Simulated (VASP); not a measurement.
Write the native input for VASP 6.6.1 that does the following.

| Item | Value |
| --- | --- |
| Task | single point |
| Functional | r2SCAN |
| Potentials or basis | VASP PAW PBE potentials, release 64 (Sn_d, Te) |
| Cutoff | 520 eV |
| k mesh | 6 × 6 × 6 |
| Occupations | fermi-dirac, width 0.02 eV |
| Spin | no spin polarisation |
| Dipole correction | no |
| Further INCAR settings | ALGO = Normal; EDIFF = 1e-06; NBANDS = 17 |

Crystal: SnTe.

```
CELL_PARAMETERS angstrom
0.00000 3.18933 3.18933
3.18933 0.00000 3.18933
3.18933 3.18933 0.00000
ATOMIC_POSITIONS crystal
Sn 0.00000 0.00000 0.00000
Te 0.50000 0.50000 0.50000
```

One way to write it, as run:

POSCAR

```
SnTe
1.0
    0.0000000000      3.1893303446      3.1893303446
    3.1893303446      0.0000000000      3.1893303446
    3.1893303446      3.1893303446      0.0000000000
Sn Te
1 1
Direct
    0.0000000000      0.0000000000      0.0000000000
    0.5000000000      0.5000000000      0.5000000000
```

INCAR.step1

```
SYSTEM = SnTe
PREC = Accurate
ENCUT = 520
ISMEAR = -1
SIGMA = 0.02
LREAL = .FALSE.
LASPH = .TRUE.
NELM = 60
NBANDS = 17
GGA = PE
ALGO = Normal
EDIFF = 1E-4
LWAVE = .TRUE.
LCHARG = .FALSE.
```

INCAR.step2

```
SYSTEM = SnTe
PREC = Accurate
ENCUT = 520
EDIFF = 1E-6
ISMEAR = -1
SIGMA = 0.02
LREAL = .FALSE.
LASPH = .TRUE.
NELM = 60
ALGO = Normal
ISIF = 2
LWAVE = .FALSE.
LCHARG = .TRUE.
METAGGA = R2SCAN
LMIXTAU = .TRUE.
LELF = .TRUE.
LVHAR = .TRUE.
NBANDS = 17
ISTART = 1
```

KPOINTS

```
Automatic mesh
0
G
  6 6 6
  0 0 0
```

Potentials or basis: VASP PAW PBE potentials, release 64 (Sn_d, Te).

Launch:

```bash
$ cat potpaw_PBE.64/Sn_d/POTCAR potpaw_PBE.64/Te/POTCAR > POTCAR
$ cp INCAR.step1 INCAR
$ mpirun -np 1 vasp_std > vasp.out
$ cp INCAR.step2 INCAR
$ mpirun -np 1 vasp_std > vasp.out
```

Results of the run:

The pressure is 0.0 GPa and the band gap on the k mesh is 0.14 eV, direct.

Caveat: the PAW data sets were made with another functional, which shifts forces and pressure a little; spin-orbit coupling is left out, which moves the levels of the heavy elements.

Run time: 58 s on 1 thread of Intel Xeon 6975P-C (shared host), peak memory 0.22 GiB.
